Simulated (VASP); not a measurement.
# TiSnTe3 (Pm-3m) in VASP: relaxation of cell and atoms with PBE

Aim: the relaxation of cell and atoms of TiSnTe3 with PBE.

Program: VASP 6.6.1. These are calculated values, not measurements. Logs are shortened: lines on timing, memory, paths and dates and some standing lists are left out, and cuts for length are marked.

## (1) The cell of the first run

It takes space group Pm-3m (No. 221, cubic). Conventional cell: a = 5.608 Å, b = 5.608 Å, c = 5.608 Å, α = 90.00°, β = 90.00°, γ = 90.00°. Ti (site symmetry m-3m) has 12 Te at 3.97 Å and 8 Sn at 4.86 Å within 5.2 Å. Within 3.7 Å of Sn (site symmetry m-3m) lie 6 Te at 2.80 Å. Within 3.7 Å of Te (site symmetry 4/mmm) lie 2 Sn at 2.80 Å.

The cell was generated, and may not be a known phase.

## (2) Relaxation of cell and atoms, PBE, collinear spin

The input, INCAR:

```
SYSTEM = TiSnTe3
PREC = Accurate ; ENCUT = 500
EDIFF = 1E-7 ; ISMEAR = 0
SIGMA = 0.1 ; LREAL = .False.
LASPH = .True. ; NELM = 200
ALGO = Normal ; ISIF = 3
LWAVE = .False. ; LCHARG = .False.
ISPIN = 2 ; MAGMOM = 2.29 0 -0.14 -0.14 -0.14
LORBIT = 11 ; LMAXMIX = 4
GGA = PE ; IBRION = 2
NSW = 100 ; EDIFFG = -0.01
GGA_COMPAT = .False. ; NELMIN = 4
KPAR = 4
```

The input, KPOINTS:

```
regular mesh
0
Gamma
  8 8 8
  0 0 0
```

The input, POSCAR:

```
TiSnTe3
1.0
    5.6081127163      0.0000000000      0.0000000000
    0.0000000000      5.6081127163      0.0000000000
    0.0000000000      0.0000000000      5.6081127163
Ti Sn Te
1 1 3
Direct
    0.0000000000      0.0000000000      0.0000000000
    0.5000000000      0.5000000000      0.5000000000
    0.0000000000      0.5000000000      0.5000000000
    0.5000000000      0.5000000000      0.0000000000
    0.5000000000      0.0000000000      0.5000000000
```

Potentials or basis: VASP PAW PBE potentials, release 64 (Ti_sv, Sn_d, Te).

Started as:

```bash
> cat potpaw_PBE.64/Ti_sv/POTCAR potpaw_PBE.64/Sn_d/POTCAR potpaw_PBE.64/Te/POTCAR > POTCAR
> mpirun -np 4 vasp_std > vasp.out
```

OUTCAR:

```text
SYSTEM = TiSnTe3
   PREC = Accurate
   ENCUT = 500
   EDIFF = 1E-7
   ISMEAR = 0
   LREAL = .False.
   LASPH = .True.
   NELM = 200
   ISIF = 3
   ISPIN = 2
   LORBIT = 11
   GGA = PE
   IBRION = 2
   NSW = 100
   EDIFFG = -0.01
   NELMIN = 4

 ion  position               nearest neighbor table
   1  0.000  0.000  0.000-
   2  0.500  0.500  0.500-   3 2.80   4 2.80   5 2.80   4 2.80   5 2.80   3 2.80
   3  0.000  0.500  0.500-   2 2.80   2 2.80
   4  0.500  0.500  0.000-   2 2.80   2 2.80
   5  0.500  0.000  0.500-   2 2.80   2 2.80

  LATTYP: Found a simple cubic cell.
 ALAT       =     5.6081127163

  Lattice vectors:

 A1 = (   5.6081127163,   0.0000000000,   0.0000000000)
 A2 = (   0.0000000000,   5.6081127163,   0.0000000000)
 A3 = (   0.0000000000,   0.0000000000,   5.6081127163)

Analysis of symmetry for initial positions (statically):
=====================================================================
 Subroutine PRICEL returns:
 Original cell was already a primitive cell.

 Routine SETGRP: Setting up the symmetry group for a
 simple cubic supercell.

 Subroutine GETGRP returns: Found 48 space group operations
 (whereof 48 operations were pure point group operations)
 out of a pool of 48 trial point group operations.

The static configuration has the point symmetry O_h .

Analysis of symmetry for dynamics (positions and initial velocities):
=====================================================================
 Subroutine PRICEL returns:
 Original cell was already a primitive cell.

 Routine SETGRP: Setting up the symmetry group for a
 simple cubic supercell.

 Subroutine GETGRP returns: Found 48 space group operations
 (whereof 48 operations were pure point group operations)
 out of a pool of 48 trial point group operations.

The dynamic configuration has the point symmetry O_h .

Analysis of structural, dynamic, and magnetic symmetry:
=====================================================================
 Subroutine PRICEL returns:
 Original cell was already a primitive cell.

 Routine SETGRP: Setting up the symmetry group for a
 simple cubic supercell.

 Subroutine GETGRP returns: Found 48 space group operations
 (whereof 48 operations were pure point group operations)
 out of a pool of 48 trial point group operations.

The overall configuration has the point symmetry O_h .

 Subroutine INISYM returns: Found 48 space group operations
 (whereof 48 operations are pure point group operations),
 and found     1 'primitive' translations

----------------------------------------------------------------------------------------

                                     Primitive cell

  volume of cell :     176.3804

  direct lattice vectors                    reciprocal lattice vectors
     5.608112716  0.000000000  0.000000000     0.178313106  0.000000000  0.000000000
     0.000000000  5.608112716  0.000000000     0.000000000  0.178313106  0.000000000
     0.000000000  0.000000000  5.608112716     0.000000000  0.000000000  0.178313106

  length of vectors
     5.608112716  5.608112716  5.608112716     0.178313106  0.178313106  0.178313106

  position of ions in fractional coordinates (direct lattice)
     0.000000000  0.000000000  0.000000000
     0.500000000  0.500000000  0.500000000
     0.000000000  0.500000000  0.500000000
     0.500000000  0.500000000  0.000000000
     0.500000000  0.000000000  0.500000000

  ion indices of the primitive-cell ions
   primitive index   ion index
                 1           1
                 2           2
                 3           3
                 4           4
                 5           5

----------------------------------------------------------------------------------------

 KPOINTS: regular mesh

Automatic generation of k-mesh.
 Grid dimensions read from file:
 generate k-points for:    8    8    8

 Generating k-lattice:

  Cartesian coordinates                     Fractional coordinates (reciprocal lattice)
     0.022289138  0.000000000  0.000000000     0.125000000  0.000000000  0.000000000
     0.000000000  0.022289138  0.000000000     0.000000000  0.125000000  0.000000000
     0.000000000  0.000000000  0.022289138     0.000000000  0.000000000  0.125000000

  Length of vectors
     0.022289138  0.022289138  0.022289138

  Shift w.r.t. Gamma in fractional coordinates (k-lattice)
     0.000000000  0.000000000  0.000000000

 Subroutine IBZKPT returns following result:
 ===========================================

 Found     35 irreducible k-points:

 Following reciprocal coordinates:
            Coordinates               Weight
  0.000000  0.000000  0.000000      1.000000
  0.125000  0.000000  0.000000      6.000000
  0.250000  0.000000  0.000000      6.000000
  0.375000  0.000000  0.000000      6.000000
  0.500000  0.000000  0.000000      3.000000
  0.125000  0.125000  0.000000     12.000000
[... 16 lines left out ...]
  0.375000  0.375000  0.125000     24.000000
  0.500000  0.375000  0.125000     24.000000
 [... further k-points ...]
   k-points           NKPTS =     35   k-points in BZ     NKDIM =     35   number of bands    NBANDS=     27
   number of dos      NEDOS =    301   number of ions     NIONS =      5
   total plane-waves  NPLWV =  74088
   dimension x,y,z NGX =    42 NGY =   42 NGZ =   42
   dimension x,y,z NGXF=    84 NGYF=   84 NGZF=   84
   ions per type =               1   1   3
   NGX,Y,Z   is equivalent  to a cutoff of  12.45, 12.45, 12.45 a.u.
   NGXF,Y,Z  is equivalent  to a cutoff of  24.90, 24.90, 24.90 a.u.
 SYSTEM =  TiSnTe3
   PREC   = accura    normal or accurate (medium, high low for compatibility)
   ISTART =      0    job   : 0-new  1-cont  2-samecut
   ICHARG =      2    charge: 1-file 2-atom 10-const
   ISPIN  =      2    spin polarized calculation?
   LNONCOLLINEAR =      F non collinear calculations
   LSORBIT =      F    spin-orbit coupling
   LASPH  =      T    aspherical Exc in radial PAW
   ENCUT  =  500.0 eV  36.75 Ry    6.06 a.u.  10.22 10.22 10.22*2*pi/ulx,y,z
   NELM   =    200;   NELMIN=  4; NELMDL= -5     # of ELM steps
   EDIFF  = 0.1E-06   stopping-criterion for ELM
   LREAL  =      F    real-space projection
   EDIFFG = -.1E-01   stopping-criterion for IOM
   NSW    =    100    number of steps for IOM
   IBRION =      2    ionic relax: 0-MD 1-quasi-New 2-CG
   NFREE  =      1    steps in history (QN), initial steepest desc. (CG)
   ISIF   =      3    stress and relaxation
   ISYM   =      2    0-nonsym 1-usesym 2-fastsym
   POTIM  = 0.5000    time-step for ionic-motion
   TEBEG  =    0.0;   TEEND  =   0.0 temperature during run
   PSTRESS=    0.0 pullay stress
   NELECT =      44.0000    total number of electrons
   NUPDOWN=      -1.0000    fix difference up-down
   EMIN   =  10.00;   EMAX   =-10.00  energy-range for DOS
   EFERMI =   0.00;   METHOD = LEGACY
   ISMEAR =     0;   SIGMA  =   0.10  broadening in eV -4-tet -1-fermi 0-gaus
   EFERMI_NEDOS =   21; number of points for ismear=-14 and -15
   IALGO  =     38    algorithm
   IMIX   =      4    mixing-type and parameters
     AMIX     =   0.40;   BMIX     =  1.00
     AMIX_MAG =   1.60;   BMIX_MAG =  1.00
  volume/ion in A,a.u.               =      35.28       238.05
  Fermi-wavevector in a.u.,A,eV,Ry     =   1.030566  1.947487 14.450279  1.062066
  Thomas-Fermi vector in A             =   2.164670
   LORBIT       =     11    0 simple, 1 ext, 2 COOP (PROOUT), +10 PAW based schemes
   GGA     = PE    functional components
   LHFCALC =     F    Hartree Fock is set to
   AEXX    =    0.0000 exact exchange contribution
   IVDW    =     0    specifies the selected vdW correction
   LEPSILON=     F    determine dielectric tensor
   LRPA    =     F    only Hartree local field effects (RPA)
 conjugate gradient relaxation of ions
 spin polarized calculation
 Gauss-broadening in eV      SIGMA  =   0.10
  energy-cutoff  :      500.00
  volume of cell :      176.38
 maximum number of plane-waves:      4504
 NGX is ok and might be reduce to    42
   NGX = 21   NGY = 21   NGZ = 21

--------------------------------------- Ionic step        1  -------------------------------------------

 number of electron      44.0000014 magnetization       1.7151530

 Free energy of the ion-electron system (eV)
  ---------------------------------------------------
  ext. energy  EPLUGINS =         0.00000000
  ---------------------------------------------------
  free energy    TOTEN  =       -17.74308467 eV

  energy without entropy =      -17.72049019  energy(sigma->0) =      -17.73178743

------------------------ aborting loop because EDIFF is reached ----------------------------------------

  FORCE on cell =-STRESS in cart. coord.  units (eV):
  Direction    XX          YY          ZZ          XY          YZ          ZX
  --------------------------------------------------------------------------------------
  -------------------------------------------------------------------------------------
  Total        0.9290959      0.9290959      0.9290959     -0.0000000     -0.0000000      0.0000000
  in kB        8.4395814      8.4395814      8.4395814     -0.0000000     -0.0000000      0.0000000
  external PRESSURE =       8.4395814 kB  Pullay stress =       0.0000000 kB
[... 63 lines left out ...]
  energy  without entropy=      -17.7304441508  energy(sigma->0) =      -17.74201105

--------------------------------------- Ionic step        3  -------------------------------------------

 number of electron      44.0000017 magnetization       1.7062561

 Free energy of the ion-electron system (eV)
  ---------------------------------------------------
  ext. energy  EPLUGINS =         0.00000000
  ---------------------------------------------------
  free energy    TOTEN  =       -17.75378896 eV

  energy without entropy =      -17.73071914  energy(sigma->0) =      -17.74225405

 E-fermi :   4.4368     XC(G=0):  -8.6440

 val. band max:        4.4277829496   @ k =   0.5000   0.5000   0.3750
 cond. band min:       4.4369877882   @ k =   0.2500   0.2500   0.0000
 fundamental gap:      0.0092048387
 Fermi energy:         4.4367566996

 spin component 1

 k-point     1 :       0.0000    0.0000    0.0000
  band No.  band energies     occupation
      1     -53.8554      1.00000
      2     -30.1421      1.00000
      3     -30.1421      1.00000
      4     -30.1421      1.00000
      5     -17.1967      1.00000
      6     -17.1967      1.00000
[... 709 lines left out ...]
     26       5.0103      0.00000
     27       5.5962      0.00000

 [... further k-points ...]

 spin component 2

 k-point     1 :       0.0000    0.0000    0.0000
  band No.  band energies     occupation
      1     -52.1119      1.00000
      2     -28.4030      1.00000
      3     -28.4030      1.00000
      4     -28.4030      1.00000
      5     -17.1966      1.00000
      6     -17.1966      1.00000
[... 743 lines left out ...]
  FREE ENERGIE OF THE ION-ELECTRON SYSTEM (eV)
  ---------------------------------------------------
  free  energy   TOTEN  =       -17.7537889577 eV

  energy  without entropy=      -17.7307191448  energy(sigma->0) =      -17.74225405

 reached required accuracy - stopping structural energy minimisation

 total charge

# of ion       s       p       d       tot
------------------------------------------
    1        2.081   5.949   1.931   9.961
    2        1.209   1.048  10.066  12.323
    3        1.394   1.935   0.026   3.356
    4        1.394   1.935   0.026   3.356
    5        1.394   1.935   0.026   3.356
--------------------------------------------------
tot          7.473  12.803  12.076  32.352

 magnetization (x)

# of ion       s       p       d       tot
------------------------------------------
    1        0.034   0.007   1.744   1.786
    2       -0.001   0.006  -0.001   0.004
    3       -0.002  -0.113   0.000  -0.115
    4       -0.002  -0.113   0.000  -0.115
    5       -0.002  -0.113   0.000  -0.115
--------------------------------------------------
tot          0.027  -0.326   1.744   1.446
```

It took 2.8 min on 4 MPI ranks of Intel Xeon 6975P-C (Granite Rapids), shared host; peak memory 0.5 GiB.

Results:

- Free energy: -17.7538 eV
- Relaxed volume: 36.11 Å³/atom
- Relaxed cell: a = 5.652 Å, b = 5.652 Å, c = 5.652 Å, α = 90.00°, β = 90.00°, γ = 90.00°
- Space group after relaxing (to 0.1 Å): Pm-3m (No. 221)
- Energy gained by relaxing: 2.1 meV/atom
- Ionic steps: 3
- Pressure after relaxing: 0.0 GPa
- Net moment: 1.71 μB per cell
- Site moments: Ti +1.79; Sn +0.00; Te -0.12 μB
- Valence electrons inside the program's atomic spheres: Ti 9.96; Sn 12.32; Te 3.36

The path:
| step | energy change (eV) | largest force (eV/Å) | pressure (GPa) | volume (Å³) |
| --- | --- | --- | --- | --- |
| 1 | 0.0000 | 0.0000 | 0.84 | 176.38 |
| 2 | -0.0105 | 0.0000 | -0.11 | 181.17 |
| 3 | -0.0107 | 0.0000 | 0.00 | 180.56 |

Final structure:
```
CELL_PARAMETERS angstrom
5.65208 0.00000 0.00000
0.00000 5.65208 0.00000
0.00000 0.00000 5.65208
ATOMIC_POSITIONS crystal
Ti 0.00000 0.00000 0.00000
Sn 0.50000 0.50000 0.50000
Te 0.00000 0.50000 0.50000
Te 0.50000 0.50000 0.00000
Te 0.50000 0.00000 0.50000
```

Levels at points of the mesh, in eV from the Fermi level:
Spin up:
```
           k point  band 20  band 21  band 22  band 23  band 24  band 25  band 26  band 27
(0.00, 0.00, 0.00)    -0.69    -0.69    -0.69    -0.54    -0.54     0.02     0.08     0.08
(0.50, 0.00, 0.00)    -0.90    -0.90    -0.45     0.11     0.12     0.66     0.66     0.73
(0.50, 0.50, 0.00)    -0.61    -0.53    -0.43     0.10     0.58     0.58     0.74     1.57
(0.50, 0.50, 0.50)    -0.41    -0.33     0.16     0.16     0.16     0.58     0.58     0.58
```
Spin down:
```tsv
k point	band 19	band 20	band 21	band 22	band 23	band 24
(0.00, 0.00, 0.00)	-0.89	-0.77	-0.77	-0.77	0.84	1.16
(0.50, 0.00, 0.00)	-1.44	-0.88	-0.88	0.70	1.21	1.31
(0.50, 0.50, 0.00)	-1.69	-0.68	0.28	1.09	1.63	1.63
(0.50, 0.50, 0.50)	0.40	0.40	0.40	0.50	1.27	1.27
```

Caveat: the highest band is partly filled, so the run has too few bands; spin-orbit coupling is left out, which moves the levels of the heavy elements.
